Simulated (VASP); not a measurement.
# Al27H2C2Cl6 in VASP: single point with PBE+D3(BJ)

Aim: the single point of Al27H2C2Cl6 with PBE+D3(BJ).

Program: VASP 6.6.1. These are calculated values, not measurements. Logs are shortened: lines on timing, memory, paths and dates and some standing lists are left out, and cuts for length are marked.

## Step 1: The cell of the first run

The cell holds a slab with vacuum, 37 atoms: a = 8.449 Å, b = 8.449 Å, c = 24.754 Å, α = 90.00°, β = 90.00°, γ = 120.00°.

## Step 2: Single point, PBE+D3(BJ)

The input, INCAR:

```
SYSTEM = Al27H2C2Cl6
  PREC = Accurate
  ENCUT = 520
  EDIFF = 1E-7
  ISMEAR = 0
  SIGMA = 0.1
  LREAL = Auto
  LASPH = .TRUE.
  NELM = 60
  ALGO = Normal
  ISIF = 2
  LWAVE = .FALSE.
  LCHARG = .FALSE.
  LDIPOL = .TRUE.
  IDIPOL = 3
  DIPOL = 0.5 0.5 0.491
  GGA = PE
  IVDW = 12
  NBANDS = 90
```

The input, KPOINTS:

```
Automatic mesh
0
G
  3 3 1
  0 0 0
```

The input, POSCAR:

```
Al27H2C2Cl6
1.0
    8.4486369609      0.0000000000      0.0000000000
   -4.2243184805      7.3167342355      0.0000000000
    0.0000000000      0.0000000000     24.7544554614
Al Cl C H
27 6 2 2
Direct
    0.2222222222      0.1111111111      0.3231741459
    0.2222222222      0.4444444444      0.3231741459
    0.2222222222      0.7777777778      0.3231741459
    0.5555555556      0.1111111111      0.3231741459
    0.5555555556      0.4444444444      0.3231741459
    0.5555555556      0.7777777778      0.3231741459
    0.8888888889      0.1111111111      0.3231741459
    0.8888888889      0.4444444444      0.3231741459
    0.8888888889      0.7777777778      0.3231741459
    0.4449398391      0.2223441824      0.4186091348
    0.4448531523      0.5554757542      0.4186602955
    0.4448698173      0.8890225739      0.4185999444
    0.7779522483      0.2223290022      0.4190502565
    0.7777919390      0.5552600042      0.4191196177
    0.7780681599      0.8888109480      0.4191533023
    0.1108449238      0.2218836889      0.4196170819
    0.1108408401      0.5553342685      0.4195022905
    0.1107991751      0.8885055799      0.4195153126
    0.6666300244      0.3328848691      0.5146089132
    0.6669507726      0.6664652131      0.5146216895
    0.6669682273      0.0002360849      0.5147575590
    0.0010574194      0.3338482190      0.5159517648
    0.0009101813      0.6667149134      0.5158568861
    0.0011264649      0.0001285988      0.5157034354
    0.3344884984      0.3334973030      0.5146817197
    0.3351067220      0.6676397616      0.5146073309
    0.3348547892      0.0001697979      0.5147213193
    0.3416976176      0.0902690694      0.6517177755
    0.5741497734      0.1917535798      0.7483106778
    0.7300858489      0.3730844762      0.6448798975
    1.3319224126      0.5759577843      0.6477905310
    1.5384161175      0.6786200935      0.7495060915
    1.7147716112      0.8732850204      0.6494113871
    0.5313507756      0.2709214133      0.6864896226
    1.5066330924      0.7592214584      0.6862690731
    0.4955898765      0.3753747676      0.6959902536
    1.4612931677      0.8574230868      0.6942556416
```

Potentials or basis: VASP PAW PBE potentials, release 64 (Al, Cl, C, H).

Run with:

```
> cat potpaw_PBE.64/Al/POTCAR potpaw_PBE.64/Cl/POTCAR potpaw_PBE.64/C/POTCAR potpaw_PBE.64/H/POTCAR > POTCAR
> mpirun -np 1 vasp_std > vasp.out
```

OUTCAR:

```text
SYSTEM = Al27H2C2Cl6
   PREC = Accurate
   ENCUT = 520
   EDIFF = 1E-7
   ISMEAR = 0
   LREAL = Auto
   LASPH = .TRUE.
   NELM = 60
   ISIF = 2
   GGA = PE
   IVDW = 12
 IVDW          = 12

 ion  position               nearest neighbor table
   1  0.222  0.111  0.323-   9 2.82   7 2.82   2 2.82   3 2.82   5 2.82   4 2.82  10 2.87  18 2.89
                            16 2.89
   2  0.222  0.444  0.323-   7 2.82   8 2.82   1 2.82   6 2.82   5 2.82   3 2.82  11 2.87  17 2.89
                            16 2.89
   3  0.222  0.778  0.323-   9 2.82   1 2.82   8 2.82   4 2.82   6 2.82   2 2.82  12 2.87  18 2.89
                            17 2.89
   4  0.556  0.111  0.323-   8 2.82   7 2.82   5 2.82   6 2.82   3 2.82   1 2.82  10 2.87  12 2.87
                            13 2.88
   5  0.556  0.444  0.323-   8 2.82   4 2.82   1 2.82   9 2.82   2 2.82   6 2.82  11 2.87  10 2.87
                            14 2.88
   6  0.556  0.778  0.323-   7 2.82   9 2.82   4 2.82   2 2.82   3 2.82   5 2.82  12 2.87  11 2.87
                            15 2.88
   7  0.889  0.111  0.323-   2 2.82   6 2.82   4 2.82   1 2.82   8 2.82   9 2.82  13 2.88  15 2.88
                            16 2.89
   8  0.889  0.444  0.323-   4 2.82   5 2.82   2 2.82   7 2.82   3 2.82   9 2.82  13 2.88  14 2.88
                            17 2.89
   9  0.889  0.778  0.323-   1 2.82   6 2.82   3 2.82   7 2.82   5 2.82   8 2.82  15 2.88  14 2.88
[... 28 lines left out ...]
                            14 2.90
  24  0.001  0.000  0.516-  23 2.82  25 2.82  27 2.82  22 2.82  20 2.82  21 2.82  16 2.88  18 2.88
                            15 2.89
  25  0.334  0.333  0.515-  19 2.81  20 2.81  24 2.82  27 2.82  22 2.82  26 2.82  16 2.87  10 2.88
                            11 2.88
  26  0.335  0.668  0.515-  21 2.81  20 2.81  27 2.81  23 2.82  25 2.82  22 2.82  17 2.87  12 2.88
                            11 2.88
  27  0.335  0.000  0.515-  21 2.81  19 2.81  26 2.81  25 2.82  23 2.82  24 2.82  18 2.87  12 2.88
                            10 2.88
  28  0.342  0.090  0.652-  34 1.79
  29  0.574  0.192  0.748-  34 1.78
  30  0.730  0.373  0.645-  34 1.78
  31  0.332  0.576  0.648-  35 1.79
  32  0.538  0.679  0.750-  35 1.78
  33  0.715  0.873  0.649-  35 1.78
  34  0.531  0.271  0.686-  36 1.09  29 1.78  30 1.78  28 1.79
  35  0.507  0.759  0.686-  37 1.09  33 1.78  32 1.78  31 1.79
  36  0.496  0.375  0.696-  34 1.09
  37  0.461  0.857  0.694-  35 1.09

  LATTYP: Found a hexagonal cell.
 ALAT       =     8.4486369609
 C/A-ratio  =     2.9299939832

  Lattice vectors:

 A1 = (   8.4486369609,   0.0000000000,   0.0000000000)
 A2 = (  -4.2243184805,   7.3167342355,   0.0000000000)
 A3 = (   0.0000000000,   0.0000000000,  24.7544554614)

Analysis of symmetry for initial positions (statically):
=====================================================================
 Subroutine PRICEL returns:
 Original cell was already a primitive cell.

 Routine SETGRP: Setting up the symmetry group for a
 hexagonal supercell.

 Subroutine GETGRP returns: Found  1 space group operations
 (whereof  1 operations were pure point group operations)
 out of a pool of 24 trial point group operations.

The static configuration has the point symmetry C_1 .

Analysis of symmetry for dynamics (positions and initial velocities):
=====================================================================
 Subroutine PRICEL returns:
 Original cell was already a primitive cell.

 Routine SETGRP: Setting up the symmetry group for a
 hexagonal supercell.

 Subroutine GETGRP returns: Found  1 space group operations
 (whereof  1 operations were pure point group operations)
 out of a pool of 24 trial point group operations.

The dynamic configuration has the point symmetry C_1 .

 Subroutine INISYM returns: Found  1 space group operations
 (whereof  1 operations are pure point group operations),
 and found     1 'primitive' translations

----------------------------------------------------------------------------------------

                                     Primitive cell

  volume of cell :    1530.2321

  direct lattice vectors                    reciprocal lattice vectors
     8.448636961  0.000000000  0.000000000     0.118362288  0.068336499  0.000000000
    -4.224318481  7.316734236  0.000000000     0.000000000  0.136672998  0.000000000
     0.000000000  0.000000000 24.754455461     0.000000000  0.000000000  0.040396768

  length of vectors
[... 89 lines left out ...]
 Generating k-lattice:

  Cartesian coordinates                     Fractional coordinates (reciprocal lattice)
     0.039454096  0.022778833  0.000000000     0.333333333 -0.000000000  0.000000000
     0.000000000  0.045557666  0.000000000     0.000000000  0.333333333  0.000000000
     0.000000000  0.000000000  0.040396768     0.000000000  0.000000000  1.000000000

  Length of vectors
     0.045557666  0.045557666  0.040396768

  Shift w.r.t. Gamma in fractional coordinates (k-lattice)
     0.000000000  0.000000000  0.000000000

 Subroutine IBZKPT returns following result:
 ===========================================

 Found      5 irreducible k-points:

 Following reciprocal coordinates:
            Coordinates               Weight
  0.000000  0.000000  0.000000      1.000000
  0.333333  0.000000  0.000000      2.000000
  0.000000  0.333333  0.000000      2.000000
 -0.333333  0.333333  0.000000      2.000000
  0.333333  0.333333  0.000000      2.000000
   k-points           NKPTS =      5   k-points in BZ     NKDIM =      5   number of bands    NBANDS=     90
   number of dos      NEDOS =    301   number of ions     NIONS =     37
   total plane-waves  NPLWV = 786432
   dimension x,y,z NGX =    64 NGY =   64 NGZ =  192
   dimension x,y,z NGXF=   128 NGYF=  128 NGZF=  384
   ions per type =              27   6   2   2
   NGX,Y,Z   is equivalent  to a cutoff of  12.59, 12.59, 12.89 a.u.
   NGXF,Y,Z  is equivalent  to a cutoff of  25.19, 25.19, 25.79 a.u.
 SYSTEM =  Al27H2C2Cl6
   PREC   = accura    normal or accurate (medium, high low for compatibility)
   ISTART =      0    job   : 0-new  1-cont  2-samecut
   ICHARG =      2    charge: 1-file 2-atom 10-const
   ISPIN  =      1    spin polarized calculation?
   LNONCOLLINEAR =      F non collinear calculations
   LSORBIT =      F    spin-orbit coupling
   LASPH  =      T    aspherical Exc in radial PAW
   ENCUT  =  520.0 eV  38.22 Ry    6.18 a.u.  15.71 15.71 46.03*2*pi/ulx,y,z
   NELM   =     60;   NELMIN=  2; NELMDL= -5     # of ELM steps
   EDIFF  = 0.1E-06   stopping-criterion for ELM
   LREAL  =      T    real-space projection
   EDIFFG = 0.1E-05   stopping-criterion for IOM
   NSW    =      0    number of steps for IOM
   IBRION =     -1    ionic relax: 0-MD 1-quasi-New 2-CG
   NFREE  =      0    steps in history (QN), initial steepest desc. (CG)
   ISIF   =      2    stress and relaxation
   ISYM   =      2    0-nonsym 1-usesym 2-fastsym
   POTIM  = 0.5000    time-step for ionic-motion
   TEBEG  =    0.0;   TEEND  =   0.0 temperature during run
   PSTRESS=    0.0 pullay stress
   NELECT =     133.0000    total number of electrons
   NUPDOWN=      -1.0000    fix difference up-down
   EMIN   =  10.00;   EMAX   =-10.00  energy-range for DOS
   EFERMI =   0.00;   METHOD = LEGACY
   ISMEAR =     0;   SIGMA  =   0.10  broadening in eV -4-tet -1-fermi 0-gaus
   EFERMI_NEDOS =   21; number of points for ismear=-14 and -15
   IALGO  =     38    algorithm
   IMIX   =      4    mixing-type and parameters
     AMIX     =   0.40;   BMIX     =  1.00
     AMIX_MAG =   1.60;   BMIX_MAG =  1.00
  volume/ion in A,a.u.               =      41.36       279.10
  Fermi-wavevector in a.u.,A,eV,Ry     =   0.725170  1.370372  7.154909  0.525871
  Thomas-Fermi vector in A             =   1.815824
   LORBIT       =      0    0 simple, 1 ext, 2 COOP (PROOUT), +10 PAW based schemes
   GGA     = PE    functional components
   LHFCALC =     F    Hartree Fock is set to
   AEXX    =    0.0000 exact exchange contribution
   IVDW    =    12    specifies the selected vdW correction
   LEPSILON=     F    determine dielectric tensor
   LRPA    =     F    only Hartree local field effects (RPA)
 non-spin polarized calculation
 Gauss-broadening in eV      SIGMA  =   0.10
  energy-cutoff  :      520.00
  volume of cell :     1530.23
 maximum number of plane-waves:     41196
   NGX = 31   NGY = 31   NGZ = 93

 dipolmoment           0.000000      0.000000      0.021197 electrons x Angstroem

 number of electron     132.9999999 magnetization

 dipolmoment           0.000000      0.000000     -0.102536 electrons x Angstroem

 Free energy of the ion-electron system (eV)
  ---------------------------------------------------
  ext. energy  EPLUGINS =         0.00000000
  ---------------------------------------------------
  free energy    TOTEN  =      -132.97006398 eV

  energy without entropy =     -132.86076769  energy(sigma->0) =     -132.91541584

 E-fermi :   0.7118     XC(G=0):  -4.7851

 val. band max:        0.6968753780   @ k =   0.0000   0.0000   0.0000
 cond. band min:       0.7551812630   @ k =  -0.3333   0.3333   0.0000
 fundamental gap:      0.0583058850
 Fermi energy:         0.7118131578

 k-point     1 :       0.0000    0.0000    0.0000
  band No.  band energies     occupation
      1     -19.5988      2.00000
      2     -19.5159      2.00000
      3     -17.1171      2.00000
      4     -17.0765      2.00000
      5     -17.0650      2.00000
      6     -17.0497      2.00000
[... 394 lines left out ...]
     77       1.7706      0.00000
     78       1.8757      0.00000
 [bands above 78 left out]

------------------------ aborting loop because EDIFF is reached ----------------------------------------

 vacuum level on the upper side and lower side of the slab       (xc-potential included)        -0.248         0.061

 Edisp (eV)   -7.46585

 E8    (eV) :    -3.3359

  FORCE on cell =-STRESS in cart. coord.  units (eV):
  Direction    XX          YY          ZZ          XY          YZ          ZX
  --------------------------------------------------------------------------------------
  -------------------------------------------------------------------------------------
  Total     -12.93444   -12.59354    -0.66158    -0.17699     0.09267    -0.06462
  in kB     -13.54256   -13.18564    -0.69269    -0.18531     0.09703    -0.06765
  external pressure =       -9.14 kB  Pullay stress =        0.00 kB

 VOLUME and BASIS-vectors are now :
 -----------------------------------------------------------------------------
  energy-cutoff  :      520.00
  volume of cell :     1530.23
      direct lattice vectors                 reciprocal lattice vectors
     8.448636961  0.000000000  0.000000000     0.118362288  0.068336499  0.000000000
    -4.224318481  7.316734236  0.000000000     0.000000000  0.136672998  0.000000000
     0.000000000  0.000000000 24.754455461     0.000000000  0.000000000  0.040396768

 POSITION                                       TOTAL-FORCE (eV/Angst)
 -----------------------------------------------------------------------------------
      1.40811      0.81297      8.00000         0.002138      0.011081      0.017064
     -0.00000      3.25188      8.00000         0.007911     -0.003882      0.015356
     -1.40811      5.69079      8.00000         0.009990      0.003545      0.018044
      4.22432      0.81297      8.00000         0.008529     -0.003675     -0.034230
      2.81621      3.25188      8.00000        -0.004902      0.005950     -0.032768
      1.40811      5.69079      8.00000         0.008348      0.002936     -0.034967
[... 29 lines left out ...]
      2.60136      2.74652     17.22886        -0.010273      0.006856      0.003714
      0.27527      6.27354     17.18592        -0.007999      0.006208      0.003193
 -----------------------------------------------------------------------------------
    total drift:                                0.003771     -0.001125     -0.004285

  FREE ENERGIE OF THE ION-ELECTRON SYSTEM (eV)
  ---------------------------------------------------
  free  energy   TOTEN  =      -140.4359152845 eV

  energy  without entropy=     -140.3266189972  energy(sigma->0) =     -140.38126714

 vacuum level on the upper side and lower side of the slab         4.070         4.385
```

Wall time 33 min (1 thread of Intel Xeon Platinum 8488C (Sapphire Rapids), shared host); peak memory 1.7 GiB.

Results:

```yaml
Free_energy: -140.4359 eV
Largest_force: 0.116 eV/Å
Band_gap_on_the_k_mesh: zero (an odd number of electrons rules out a gap without spin polarisation)
Dispersion_energy_per_atom: -0.202 eV
```

Forces in eV/Å, atoms in the order of the input:
```
Al   0.002  0.011  0.017
Al   0.008 -0.004  0.015
Al   0.010  0.004  0.018
Al   0.009 -0.004 -0.034
Al  -0.005  0.006 -0.033
Al   0.008  0.003 -0.035
Al  -0.011  0.000  0.027
Al  -0.002 -0.012  0.020
Al  -0.017 -0.007  0.025
Al   0.002  0.002  0.000
Al  -0.001  0.001 -0.001
Al   0.000 -0.001  0.000
Al  -0.001  0.000  0.000
Al   0.000 -0.001  0.000
Al  -0.004 -0.001  0.001
Al  -0.001  0.003 -0.001
Al   0.000  0.000 -0.001
Al   0.004 -0.001 -0.002
Al  -0.001  0.001 -0.004
Al   0.000 -0.001 -0.004
Al   0.000  0.000 -0.003
Al   0.001 -0.002 -0.002
Al  -0.001  0.003 -0.001
Al   0.000  0.000 -0.003
Al   0.003  0.000 -0.005
Al  -0.002 -0.001 -0.004
Al   0.000  0.000 -0.007
Cl   0.047  0.074  0.053
Cl  -0.040  0.033 -0.091
Cl  -0.075 -0.047  0.069
Cl   0.041  0.077  0.059
Cl  -0.035  0.036 -0.090
Cl  -0.080 -0.056  0.063
C    0.078 -0.070 -0.026
C    0.082 -0.061 -0.027
H   -0.010  0.007  0.004
H   -0.008  0.006  0.003
```

The gap in the log of VASP goes by the Fermi energy; the results here count the filled bands.